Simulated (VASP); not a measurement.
The system is GaP.

```
Ga P
1.0
     0.00000    2.72581    2.72581
     2.72581    0.00000    2.72581
     2.72581    2.72581    0.00000
Ga P
1 1
Direct
  0.00000 0.00000 0.00000
  0.75000 0.75000 0.75000
```

| Property | Result |
| --- | --- |
| Program | VASP 6.6.1 |
| Task | relaxation of cell and atoms |
| Functional | LDA |
| Potentials or basis | VASP PAW LDA potentials, release 64 (Ga_d, P) |
| Cutoff | 600 eV |
| k mesh | 8 × 8 × 8 |
| Occupations | gaussian, width 0.02 eV |
| Spin | no spin polarisation |

At the start: pressure -2.7 GPa; volume 20.25 Å³/atom.

How do energy, volume and symmetry change on relaxing?

Over 6 steps the energy falls by 5.6 meV/atom and the volume is 19.61 Å³/atom (-3.2 %); space group F-43m (No. 216, to 0.05 Å).

The path:
| step | energy change (eV) | largest force (eV/Å) | pressure (GPa) | volume (Å³) |
| --- | --- | --- | --- | --- |
| 1 | 0.0000 | 0.0000 | -2.73 | 40.51 |
| 2 | -0.0076 | 0.0000 | 1.71 | 38.51 |
| 3 | -0.0112 | 0.0000 | -0.08 | 39.22 |
| 4 | -0.0112 | 0.0000 | 0.10 | 39.19 |
| 5 | -0.0112 | 0.0000 | -0.10 | 39.26 |
| 6 | -0.0112 | 0.0000 | 0.04 | 39.22 |

Final structure:
```xyz
2
Lattice="0.0000 2.6966 2.6966 2.6966 0.0000 2.6966 2.6966 2.6966 0.0000" Properties=species:S:1:pos:R:3 pbc="T T T"
Ga    0.0000    0.0000    0.0000
P     4.0449    4.0449    4.0449
```
